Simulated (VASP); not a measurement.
Here is a VASP 6.6.1 calculation.

File INCAR:

```
SYSTEM = BaH4
PREC     = Accurate       ! precision mode
ENCUT    = 600            ! plane-wave cutoff, eV
EDIFF    = 1E-6           ! SCF threshold, eV
ISMEAR   = 0              ! smearing method
SIGMA    = 0.1            ! smearing width, eV
LREAL    = .False.        ! projectors in reciprocal space
LASPH    = .True.         ! aspherical terms in the spheres
NELM     = 60             ! most SCF steps
ALGO     = Normal         ! electronic algorithm
ISIF     = 3              ! what is computed and relaxed
LWAVE    = .False.        ! write WAVECAR
LCHARG   = .False.        ! write CHGCAR
GGA      = PE             ! functional
IBRION   = 2              ! ionic algorithm
NSW      = 100            ! ionic steps
EDIFFG   = -0.01          ! ionic threshold
```

Contents of KPOINTS:

```
Automatic mesh
0
Gamma
  12 12 10
  0 0 0
```

POSCAR

```
BaH4
1.0
    4.5666878556      0.0000000000      0.0000000000
   -2.2833439278      3.9548676941      0.0000000000
    0.0000000000      0.0000000000      4.0588188643
Ba H
1 4
Direct
    0.0000000000      0.0000000000      0.0000000000
    0.3333333333      0.6666666667      0.8944166279
    0.3333333333      0.6666666667      0.1055833721
    0.6666666667      0.3333333333      0.1055833721
    0.6666666667      0.3333333333      0.8944166279
```

Potentials or basis: VASP PAW PBE potentials, release 64 (Ba_sv, H).

The run is started by

```sh
$ cat potpaw_PBE.64/Ba_sv/POTCAR potpaw_PBE.64/H/POTCAR > POTCAR
$ mpirun -np 1 vasp_std > vasp.out
```

(1) Estimate the relaxed volume.

(2) Estimate the space group after relaxing (to 0.05 Å).

Results:

(1) 14.92 Å³/atom.

(2) P6/mmm (No. 191).
